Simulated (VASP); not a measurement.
AlSn4:

```
CELL_PARAMETERS angstrom
4.84947 0.00000 0.00000
0.00000 4.84947 0.00000
0.00000 0.00000 4.84947
ATOMIC_POSITIONS crystal
Al 0.50000 0.50000 0.50000
Sn 0.00000 0.50000 0.50000
Sn 0.50000 0.50000 0.00000
Sn 0.50000 0.00000 0.50000
Sn 0.00000 0.00000 0.00000
```

The cell was generated, and may not be a known phase.

* Program: VASP 6.6.1
* Task: relaxation of cell and atoms
* Functional: PBE
* Potentials or basis: VASP PAW PBE potentials, release 64 (Al, Sn_d)
* Cutoff: 600 eV
* k mesh: 4 × 4 × 4
* Occupations: gaussian, width 0.1 eV
* Spin: no spin polarisation

At the start: pressure 21.1 GPa; volume 22.81 Å³/atom.

Where does the relaxation end?

Over 3 steps the energy falls by 379.3 meV/atom and the volume is 30.10 Å³/atom (+32.0 %); space group Pm-3m (No. 221, to 0.1 Å) before and after.

Step by step:
| step | energy change (eV) | largest force (eV/Å) | pressure (GPa) | volume (Å³) |
| --- | --- | --- | --- | --- |
| 1 | 0.0000 | 0.0000 | 21.13 | 114.05 |
| 2 | -1.6410 | 0.0000 | -3.57 | 171.25 |
| 3 | -1.8966 | 0.0000 | 0.18 | 150.50 |

Final structure:
```
Al Sn
1.0
     5.31920    0.00000    0.00000
     0.00000    5.31920    0.00000
     0.00000    0.00000    5.31920
Al Sn
1 4
Direct
  0.50000 0.50000 0.50000
  0.00000 0.50000 0.50000
  0.50000 0.50000 0.00000
  0.50000 0.00000 0.50000
  0.00000 0.00000 0.00000
```

Caveat: the volume moved by over 15 % at a fixed basis, so the end points are rough.
